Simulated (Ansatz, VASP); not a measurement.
## Pt: VASP beside Ansatz

INCAR

```
SYSTEM = Pt
PREC = Accurate ; ENCUT = 520
EDIFF = 1E-7 ; ISMEAR = 0
SIGMA = 0.15 ; LREAL = .FALSE.
LASPH = .TRUE. ; NELM = 100
ALGO = Fast ; ISIF = 2
LWAVE = .FALSE. ; LCHARG = .FALSE.
NBANDS = 11
```

The input KPOINTS:

```
regular mesh
0
G
  20 20 20
  0 0 0
```

Contents of POSCAR:

```
Pt
1.0
    0.0000000000      1.9468328700      1.8786937196
    2.0539086778      0.0000000000      1.8786937196
    2.0539086778      1.9468328700      0.0000000000
Pt
1
Direct
    0.0000000000      0.0000000000      0.0000000000
```

Input for Ansatz:

```yaml
crystal:
  lattice:
    - [0.0, 1.94683287, 1.8786937196]
    - [2.0539086778, 0.0, 1.8786937196]
    - [2.0539086778, 1.94683287, 0.0]
  atoms:
    - { symbol: Pt, position: [0.0, 0.0, 0.0] }
basis:
  ecutwfc: 420
kpoints:
  mp_grid: { grid: [20, 20, 20] }
hamiltonian:
  xc: lda
scf:
  occupations: { method: gaussian, width: 0.15 }
output:
  forces: true
  stress: true
  eigenvalues: true
```

Change from the starting cell: normal strain along x +0.0550, normal strain along z -0.0350.

Alike in both runs: task single point; functional LDA; k mesh 20 × 20 × 20; occupations gaussian, width 0.15 eV; no spin polarisation.

|  | VASP | Ansatz |
| --- | --- | --- |
| version | VASP 6.6.1 | Ansatz 0.2.0 |
| potentials or method | VASP PAW LDA potentials, release 64 (Pt), cutoff 520 eV | scalar-relativistic, plane waves, PAW |
| valence electrons in the cell | 10 | 18 |

|  | VASP | Ansatz | Ansatz less VASP |
| --- | --- | --- | --- |
| gap on the k mesh at the Fermi level (eV) | none | none | - |
| pressure (GPa) | -3.7 | -4.4 | -0.73 |
| traceless stress, the component that is largest in VASP (GPa) | -5.66 | -5.64 | +0.013 |

LDA's correlation is that of Perdew and Zunger in VASP and of Perdew and Wang (1992) in Ansatz. A gap of «none» marks a metal or a gap that the smearing closes. VASP's potentials hold 10 valence electrons a cell and Ansatz's 18, so a difference there can come from the potentials and not from the codes.

Spin-orbit coupling is off throughout.
